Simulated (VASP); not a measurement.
# Ga (Pm-3m) in VASP: a series of runs

Aim: see how the results for Ga move with the level of theory and the settings. Levels: PBE0, PBE+D4, PBEsol+D3(BJ), r2SCAN. Tasks: single point, relaxation of cell and atoms.

Everything below comes from runs of VASP 6.6.1. Logs are shortened: lines on timing, memory, paths and dates and some standing lists are left out, and cuts for length are marked.

## (1) The cell of the first run

The structure is cubic, space group Pm-3m (No. 221). Conventional cell: a = 2.716 Å, b = 2.716 Å, c = 2.716 Å, α = 90.00°, β = 90.00°, γ = 90.00°. Within 3.6 Å of Ga (site symmetry m-3m) lie 6 Ga at 2.72 Å.

This isn't the form of Ga at room conditions, which is orthorhombic.

## (2) Single point, PBE0

POSCAR

```
Ga
1.0
    2.7164800000      0.0000000000      0.0000000000
    0.0000000000      2.7164800000      0.0000000000
    0.0000000000      0.0000000000      2.7164800000
Ga
1
Direct
    0.0000000000      0.0000000000      0.0000000000
```

INCAR.step1

```
PREC     = Accurate       # precision mode
ENCUT    = 520            # plane-wave cutoff, eV
EDIFF    = 1E-5           # SCF threshold, eV
ISMEAR   = -1             # smearing method
SIGMA    = 0.05           # smearing width, eV
LREAL    = F              # projectors in reciprocal space
LASPH    = T              # aspherical terms in the spheres
NELM     = 80             # most SCF steps
ALGO     = Normal         # electronic algorithm
ISIF     = 2              # what is computed and relaxed
LWAVE    = T              # write WAVECAR
LCHARG   = F              # write CHGCAR
GGA      = PE             # functional
NBANDS   = 12             # bands
```

INCAR.step2

```
PREC     = Accurate       # precision mode
ENCUT    = 520            # plane-wave cutoff, eV
EDIFF    = 1E-7           # SCF threshold, eV
ISMEAR   = -1             # smearing method
SIGMA    = 0.05           # smearing width, eV
LREAL    = F              # projectors in reciprocal space
LASPH    = T              # aspherical terms in the spheres
NELM     = 80             # most SCF steps
ALGO     = Normal         # electronic algorithm
ISIF     = 2              # what is computed and relaxed
LWAVE    = F              # write WAVECAR
LCHARG   = F              # write CHGCAR
GGA      = PE             # functional
LHFCALC  = T              # exact exchange
AEXX     = 0.25           # exact-exchange fraction
PRECFOCK = Normal       
ISTART   = 1            
NBANDS   = 12             # bands
```

KPOINTS

```
Automatic mesh
0
Gamma
  6 6 6
```

Potentials or basis: VASP PAW PBE potentials, release 64 (Ga_d).

The run is started by

```
> cat potpaw_PBE.64/Ga_d/POTCAR > POTCAR
> cp INCAR.step1 INCAR
> mpirun -np 1 vasp_std > vasp.out
> cp INCAR.step2 INCAR
> mpirun -np 1 vasp_std > vasp.out
```

OUTCAR:

```text
PREC = Accurate
   ENCUT = 520
   EDIFF = 1E-7
   ISMEAR = -1
   LREAL = F
   LASPH = T
   NELM = 80
   ISIF = 2
   GGA = PE
   LHFCALC = T
   AEXX = 0.25
   PRECFOCK = Normal
   ISTART = 1

 ion  position               nearest neighbor table
   1  0.000  0.000  0.000-

  LATTYP: Found a simple cubic cell.
 ALAT       =     2.7164800000

  Lattice vectors:

 A1 = (   2.7164800000,   0.0000000000,   0.0000000000)
 A2 = (   0.0000000000,   2.7164800000,   0.0000000000)
 A3 = (   0.0000000000,   0.0000000000,   2.7164800000)

Analysis of symmetry for initial positions (statically):
=====================================================================
 Subroutine PRICEL returns:
 Original cell was already a primitive cell.

 Routine SETGRP: Setting up the symmetry group for a
 simple cubic supercell.

 Subroutine GETGRP returns: Found 48 space group operations
 (whereof 48 operations were pure point group operations)
 out of a pool of 48 trial point group operations.

The static configuration has the point symmetry O_h .

Analysis of symmetry for dynamics (positions and initial velocities):
=====================================================================
 Subroutine PRICEL returns:
 Original cell was already a primitive cell.

 Routine SETGRP: Setting up the symmetry group for a
 simple cubic supercell.

 Subroutine GETGRP returns: Found 48 space group operations
 (whereof 48 operations were pure point group operations)
 out of a pool of 48 trial point group operations.

The dynamic configuration has the point symmetry O_h .

 Subroutine INISYM returns: Found 48 space group operations
 (whereof 48 operations are pure point group operations),
 and found     1 'primitive' translations

----------------------------------------------------------------------------------------

                                     Primitive cell

  volume of cell :      20.0456

  direct lattice vectors                    reciprocal lattice vectors
     2.716480000  0.000000000  0.000000000     0.368123454  0.000000000  0.000000000
     0.000000000  2.716480000  0.000000000     0.000000000  0.368123454  0.000000000
     0.000000000  0.000000000  2.716480000     0.000000000  0.000000000  0.368123454

  length of vectors
     2.716480000  2.716480000  2.716480000     0.368123454  0.368123454  0.368123454

  position of ions in fractional coordinates (direct lattice)
     0.000000000  0.000000000  0.000000000

  ion indices of the primitive-cell ions
   primitive index   ion index
                 1           1

----------------------------------------------------------------------------------------

 KPOINTS: Automatic mesh

Automatic generation of k-mesh.
 Grid dimensions read from file:
 generate k-points for:    6    6    6

 Generating k-lattice:

  Cartesian coordinates                     Fractional coordinates (reciprocal lattice)
     0.061353909  0.000000000  0.000000000     0.166666667  0.000000000  0.000000000
     0.000000000  0.061353909  0.000000000     0.000000000  0.166666667  0.000000000
     0.000000000  0.000000000  0.061353909     0.000000000  0.000000000  0.166666667

  Length of vectors
     0.061353909  0.061353909  0.061353909

  Shift w.r.t. Gamma in fractional coordinates (k-lattice)
     0.000000000  0.000000000  0.000000000

 Subroutine IBZKPT returns following result:
 ===========================================

 Found     20 irreducible k-points:

 Following reciprocal coordinates:
            Coordinates               Weight
  0.000000  0.000000  0.000000      1.000000
  0.166667  0.000000  0.000000      6.000000
  0.333333  0.000000  0.000000      6.000000
  0.500000  0.000000  0.000000      3.000000
  0.166667  0.166667  0.000000     12.000000
  0.333333  0.166667  0.000000     24.000000
[... 12 lines left out ...]
  0.500000  0.500000  0.333333      6.000000
  0.500000  0.500000  0.500000      1.000000
   k-points           NKPTS =     20   k-points in BZ     NKDIM =    216   number of bands    NBANDS=     12
   number of dos      NEDOS =    301   number of ions     NIONS =      1
   total plane-waves  NPLWV =   8000
   dimension x,y,z NGX =    20 NGY =   20 NGZ =   20
   dimension x,y,z NGXF=    40 NGYF=   40 NGZF=   40
   ions per type =               1
   NGX,Y,Z   is equivalent  to a cutoff of  12.24, 12.24, 12.24 a.u.
   NGXF,Y,Z  is equivalent  to a cutoff of  24.48, 24.48, 24.48 a.u.
 SYSTEM =  unknown system
   PREC   = accura    normal or accurate (medium, high low for compatibility)
   ISTART =      1    job   : 0-new  1-cont  2-samecut
   ICHARG =      0    charge: 1-file 2-atom 10-const
   ISPIN  =      1    spin polarized calculation?
   LNONCOLLINEAR =      F non collinear calculations
   LSORBIT =      F    spin-orbit coupling
   LASPH  =      T    aspherical Exc in radial PAW
   ENCUT  =  520.0 eV  38.22 Ry    6.18 a.u.   5.05  5.05  5.05*2*pi/ulx,y,z
   NELM   =     80;   NELMIN=  2; NELMDL=  0     # of ELM steps
[... 69 lines left out ...]
      6      -7.6681      2.00000
      7      14.9619      0.00000
      8      14.9619      0.00000
      9      14.9619      0.00000
     10      17.7100      0.00000
     11      17.7100      0.00000
     12      20.3047      0.00000

 k-point     2 :       0.1667    0.0000    0.0000
  band No.  band energies     occupation
      1     -13.6729      2.00000
      2     -13.5951      2.00000
      3     -13.2104      2.00000
      4     -13.2104      2.00000
      5     -13.1721      2.00000
      6      -7.0335      2.00000
      7       9.7215      0.00000
      8      15.5754      0.00000
      9      15.5754      0.00000
     10      18.2178      0.00000
     11      19.8045      0.00000
     12      24.5973      0.00000

 k-point     3 :       0.3333    0.0000    0.0000
  band No.  band energies     occupation
      1     -13.6538      2.00000
      2     -13.4285      2.00000
      3     -13.2806      2.00000
      4     -13.2806      2.00000
      5     -13.1663      2.00000
      6      -5.1142      2.00000
      7       3.3752      2.00000
      8      17.2357      0.00000
      9      17.2357      0.00000
     10      19.7268      0.00000
     11      21.1676      0.00000
     12      26.2652      0.00000

 k-point     4 :       0.5000    0.0000    0.0000
  band No.  band energies     occupation
      1     -13.6442      2.00000
      2     -13.3490      2.00000
      3     -13.3154      2.00000
      4     -13.3154      2.00000
      5     -13.1634      2.00000
      6      -2.7007      2.00000
      7      -0.4304      2.00000
      8      18.6606      0.00000
      9      18.6606      0.00000
     10      21.6386      0.00000
     11      22.4128      0.00000
     12      23.2509      0.00000

 k-point     5 :       0.1667    0.1667    0.0000
  band No.  band energies     occupation
      1     -13.6271      2.00000
      2     -13.5393      2.00000
      3     -13.2530      2.00000
      4     -13.2091      2.00000
      5     -13.2047      2.00000
      6      -6.3987      2.00000
      7       9.9023      0.00000
      8      10.8475      0.00000
      9      16.1881      0.00000
     10      19.4817      0.00000
     11      24.1734      0.00000
     12      24.6224      0.00000
[... 168 lines left out ...]
      1     -13.4297      2.00000
      2     -13.4113      2.00000
      3     -13.4113      2.00000
      4     -13.1998      2.00000
      5     -13.1998      2.00000
      6      -0.0177      2.00000
      7       8.1589      0.00000
      8       8.1589      0.00000
      9      10.6779      0.00000
     10      17.1710      0.00000
     11      17.3419      0.00000
     12      17.3419      0.00000

 k-point    18 :       0.5000    0.3333    0.3333
  band No.  band energies     occupation
      1     -13.4726      2.00000
      2     -13.4577      2.00000
      3     -13.4083      2.00000
      4     -13.1953      2.00000
      5     -13.0900      2.00000
      6       2.3839      2.00000
      7       4.9246      0.66308
      8       9.6171      0.00000
      9      12.4441      0.00000
     10      13.7980      0.00000
     11      14.8623      0.00000
     12      19.1375      0.00000

 k-point    19 :       0.5000    0.5000    0.3333
  band No.  band energies     occupation
      1     -13.5180      2.00000
      2     -13.4548      2.00000
      3     -13.4548      2.00000
      4     -13.1412      2.00000
      5     -13.0262      2.00000
      6       5.6409      0.00000
      7       6.6380      0.00000
      8       6.6380      0.00000
      9      11.7088      0.00000
     10      13.3107      0.00000
     11      16.2333      0.00000
     12      16.2333      0.00000

 k-point    20 :       0.5000    0.5000    0.5000
  band No.  band energies     occupation
      1     -13.5062      2.00000
      2     -13.5062      2.00000
      3     -13.5062      2.00000
      4     -13.0236      2.00000
      5     -13.0236      2.00000
      6       8.1339      0.00000
      7       8.1339      0.00000
      8       8.1339      0.00000
      9       9.6747      0.00000
     10      13.7895      0.00000
     11      13.7895      0.00000
     12      13.7895      0.00000

------------------------ aborting loop because EDIFF is reached ----------------------------------------

  FORCE on cell =-STRESS in cart. coord.  units (eV):
  Direction    XX          YY          ZZ          XY          YZ          ZX
  --------------------------------------------------------------------------------------
  -------------------------------------------------------------------------------------
  Total       -0.0674463     -0.0674463     -0.0674463     -0.0000000     -0.0000000     -0.0000000
  in kB       -5.3907508     -5.3907508     -5.3907508     -0.0000000     -0.0000000     -0.0000000
  external PRESSURE =      -5.3907508 kB  Pullay stress =       0.0000000 kB

 VOLUME and BASIS-vectors are now :
 -----------------------------------------------------------------------------
  energy-cutoff  :      520.00
  volume of cell :       20.05
      direct lattice vectors                 reciprocal lattice vectors
     2.716480000  0.000000000  0.000000000     0.368123454  0.000000000  0.000000000
     0.000000000  2.716480000  0.000000000     0.000000000  0.368123454  0.000000000
     0.000000000  0.000000000  2.716480000     0.000000000  0.000000000  0.368123454

 POSITION                                       TOTAL-FORCE (eV/Angst)
 -----------------------------------------------------------------------------------
      0.00000      0.00000      0.00000         0.000000      0.000000      0.000000
 -----------------------------------------------------------------------------------
    total drift:                                0.000000      0.000000     -0.000000

  FREE ENERGIE OF THE ION-ELECTRON SYSTEM (eV)
  ---------------------------------------------------
  free  energy   TOTEN  =        -3.4067635919 eV

  energy  without entropy=       -3.4031537262  energy(sigma->0) =       -3.40495866
```

It took 15 min on 1 thread of Intel Xeon 8259CL, shared host; peak memory 0.14 GiB.

Results:

| Quantity | Value |
| --- | --- |
| Free energy | -3.4068 eV |
| Pressure | -0.5 GPa |
| Band gap on the k mesh | zero (an odd number of electrons rules out a gap without spin polarisation) |

Levels at points of the mesh, in eV from the Fermi level:
| k point | band 3 | band 4 | band 5 | band 6 | band 7 | band 8 | band 9 | band 10 |
| --- | --- | --- | --- | --- | --- | --- | --- | --- |
| (0.00, 0.00, 0.00) | -18.06 | -18.06 | -18.06 | -12.56 | 10.07 | 10.07 | 10.07 | 12.82 |
| (0.50, 0.00, 0.00) | -18.20 | -18.20 | -18.05 | -7.59 | -5.32 | 13.77 | 13.77 | 16.75 |
| (0.50, 0.50, 0.00) | -18.18 | -18.18 | -17.92 | -2.19 | -1.29 | -1.29 | 4.62 | 17.54 |
| (0.50, 0.50, 0.50) | -18.40 | -17.91 | -17.91 | 3.24 | 3.24 | 3.24 | 4.79 | 8.90 |

Caveat: the k points lie up to 0.39 Å⁻¹ apart, too coarse for converged energies and pressures of a metal; the PAW data sets were made with another functional, which shifts forces and pressure a little.

## (3) Relaxation of cell and atoms, PBE+D4

INCAR

```
SYSTEM = Ga
PREC = Accurate ; ENCUT = 600
EDIFF = 1E-6 ; ISMEAR = -1
SIGMA = 0.05 ; LREAL = .False.
LASPH = .True. ; NELM = 80
ALGO = Normal ; ISIF = 3
LWAVE = .False. ; LCHARG = .False.
GGA = PE ; IVDW = 13
IBRION = 2 ; NSW = 60
EDIFFG = -0.01
```

KPOINTS

```
Automatic mesh
0
Gamma
  10 10 10
  0 0 0
```

POSCAR is that of step 2.

Potentials or basis: VASP PAW PBE potentials, release 64 (Ga_d).

The run is started by

```
> cat potpaw_PBE.64/Ga_d/POTCAR > POTCAR
> mpirun -np 1 vasp_std > vasp.out
```

Run time: 18 s. Hardware: 1 thread of Intel Xeon 6975P-C (Granite Rapids), shared host; peak memory 0.15 GiB.

Results (log left out):

```yaml
Free_energy: -3.3012 eV
Relaxed_volume: 18.70 Å³/atom
Relaxed_cell: a = 2.654 Å, b = 2.654 Å, c = 2.654 Å, α = 90.00°, β = 90.00°, γ = 90.00°
Space_group_after_relaxing_to_0.1_Å: Pm-3m (No. 221)
Energy_gained_by_relaxing: 14.9 meV/atom
Ionic_steps: 5
Pressure_after_relaxing: 0.0 GPa
Band_gap_on_the_k_mesh: zero (an odd number of electrons rules out a gap without spin polarisation)
Dispersion_energy_per_atom: -0.485 eV
```

Step by step:
```tsv
step	energy change (eV)	largest force (eV/Å)	pressure (GPa)	volume (Å³)
1	0.0000	0.0000	-3.12	20.05
2	-0.0143	0.0000	-0.83	18.93
3	-0.0148	0.0000	0.42	18.63
4	-0.0149	0.0000	-0.25	18.73
5	-0.0149	0.0000	0.04	18.70
```

Final structure:
```
Ga
1.0
     2.65407    0.00000    0.00000
     0.00000    2.65407    0.00000
     0.00000    0.00000    2.65407
Ga
1
Direct
  0.00000 0.00000 0.00000
```

Levels at points of the mesh, in eV from the Fermi level:
```tsv
k point	band 2	band 3	band 4	band 5	band 6	band 7	band 8	band 9	band 10
(0.00, 0.00, 0.00)	-15.25	-14.64	-14.64	-14.64	-11.07	9.41	9.41	9.41	12.32
(0.50, 0.00, 0.00)	-14.88	-14.81	-14.81	-14.63	-6.33	-4.46	13.15	13.15	16.28
(0.50, 0.50, 0.00)	-15.03	-14.78	-14.78	-14.48	-1.39	-0.78	-0.78	4.20	17.04
(0.50, 0.50, 0.50)	-15.04	-15.04	-14.47	-14.47	2.76	2.76	2.76	4.61	8.39
```

## (4) Relaxation of cell and atoms, PBEsol+D3(BJ)

INCAR

```
SYSTEM = Ga
PREC = Accurate
ENCUT = 600
EDIFF = 1E-7
ISMEAR = -1
SIGMA = 0.05
LREAL = .FALSE.
LASPH = .TRUE.
NELM = 60
ALGO = Normal
ISIF = 3
LWAVE = .FALSE.
LCHARG = .FALSE.
GGA = PS
IVDW = 12
IBRION = 2
NSW = 60
EDIFFG = -0.01
```

KPOINTS

```
regular mesh
0
G
  10 10 10
  0 0 0
```

POSCAR is that of step 3.

The run is started by

```
> cat potpaw_PBE.64/Ga_d/POTCAR > POTCAR
> mpirun -np 1 vasp_std > vasp.out
```

Wall time 19 s (1 thread of Intel Xeon 6975P-C (Granite Rapids), shared host); peak memory 0.16 GiB.

Results (log left out):

- Free energy: -3.5813 eV
- Relaxed volume: 17.95 Å³/atom
- Relaxed cell: a = 2.618 Å, b = 2.618 Å, c = 2.618 Å, α = 90.00°, β = 90.00°, γ = 90.00°
- Space group after relaxing (to 0.1 Å): Pm-3m (No. 221)
- Energy gained by relaxing: 41.6 meV/atom
- Ionic steps: 5
- Pressure after relaxing: 0.0 GPa
- Band gap on the k mesh: zero (an odd number of electrons rules out a gap without spin polarisation)
- Dispersion energy per atom: -0.314 eV

The path:
| step | energy change (eV) | largest force (eV/Å) | pressure (GPa) | volume (Å³) |
| --- | --- | --- | --- | --- |
| 1 | 0.0000 | 0.0000 | -5.39 | 20.05 |
| 2 | -0.0411 | 0.0000 | -0.61 | 18.15 |
| 3 | -0.0415 | 0.0000 | -0.26 | 18.01 |
| 4 | -0.0410 | 0.0000 | 0.83 | 17.74 |
| 5 | -0.0416 | 0.0000 | 0.03 | 17.95 |

Final structure:
```yaml
crystal:
  lattice:
    - [2.61814, 0.00000, 0.00000]
    - [0.00000, 2.61814, 0.00000]
    - [0.00000, 0.00000, 2.61814]
  atoms:
    - { symbol: Ga, position: [0.00000, 0.00000, 0.00000] }
```

Levels at points of the mesh, in eV from the Fermi level:
```csv
k point,band 2,band 3,band 4,band 5,band 6,band 7,band 8,band 9,band 10
"(0.00, 0.00, 0.00)",-15.23,-14.56,-14.56,-14.56,-11.36,9.72,9.72,9.72,12.64
"(0.50, 0.00, 0.00)",-14.84,-14.74,-14.74,-14.54,-6.37,-4.65,13.64,13.64,16.76
"(0.50, 0.50, 0.00)",-14.99,-14.71,-14.71,-14.39,-1.19,-0.83,-0.83,4.20,17.77
"(0.50, 0.50, 0.50)",-15.01,-15.01,-14.38,-14.38,2.87,2.87,2.87,5.17,8.54
```

Caveat: the PAW data sets were made with another functional, which shifts forces and pressure a little.

## (5) Single point, r2SCAN, non-collinear spin, zero start, spin-orbit coupling

POSCAR is that of step 4.

INCAR.step1

```
PREC = Accurate ; ENCUT = 520
ISMEAR = -1 ; SIGMA = 0.05
LREAL = F ; LASPH = T
NELM = 150 ; MAGMOM = 0 0 0
LSORBIT = T ; GGA_COMPAT = F
NBANDS = 24 ; GGA = PE
ALGO = Normal ; EDIFF = 1E-4
LWAVE = T ; LCHARG = F
```

INCAR.step2

```
PREC = Accurate ; ENCUT = 520
EDIFF = 1E-6 ; ISMEAR = -1
SIGMA = 0.05 ; LREAL = F
LASPH = T ; NELM = 150
ALGO = Normal ; ISIF = 2
LWAVE = F ; LCHARG = F
MAGMOM = 0 0 0 ; LORBIT = 11
LSORBIT = T ; GGA_COMPAT = F
LORBMOM = T ; METAGGA = R2SCAN
LMIXTAU = T ; NBANDS = 24
ISTART = 1
```

KPOINTS

```
regular mesh
0
Gamma
  7 7 7
```

The run is started by

```
> cat potpaw_PBE.64/Ga_d/POTCAR > POTCAR
> cp INCAR.step1 INCAR
> mpirun -np 1 vasp_ncl > vasp.out
> cp INCAR.step2 INCAR
> mpirun -np 1 vasp_ncl > vasp.out
```

Run time: 50 s. Hardware: 1 thread of Intel Xeon 6975P-C (Granite Rapids), shared host; peak memory 0.18 GiB.

The run converged. Its results:

- Free energy: -11.3117 eV
- Pressure: -3.6 GPa
- Net moment: 0.00 μB per cell
- Valence electrons inside the program's atomic spheres: Ga 11.54

Moments on the atoms (μB; x, y, z):
```
Ga  0.00 0.00 0.00
```

Caveat: the cell stands under tension; the PAW data sets were made with another functional, which shifts forces and pressure a little.

## (6) Summary

```tsv
task	level	spin	cell	k mesh	cutoff (eV)	grid for exact exchange (PRECFOCK)	share of exact exchange	gap on the mesh (eV)	pressure (GPa)	relaxed volume (Å³/atom)
single point	PBE0	off	as given	6 × 6 × 6	520	Normal	0.25	none	-0.5	-
relaxation of cell and atoms	PBE+D4	off	relaxed	10 × 10 × 10	600	-	-	none	0.0	18.70
relaxation of cell and atoms	PBEsol+D3(BJ)	off	relaxed	10 × 10 × 10	600	-	-	none	0.0	17.95
single point	r2SCAN	non-collinear, zero start, SOC	as given	7 × 7 × 7	520	-	-	-	-3.6	-
```

Alike in all rows: potentials or basis VASP PAW PBE potentials, release 64 (Ga_d); smearing fermi-dirac 0.05 eV.

Caveats: some runs use coarse meshes; the PAW data sets were made with another functional, which shifts forces and pressure a little (at least some runs); the cell stands under tension (at least some runs).

Total energies depend on the potentials used, so only differences within one code and one set of settings carry meaning.
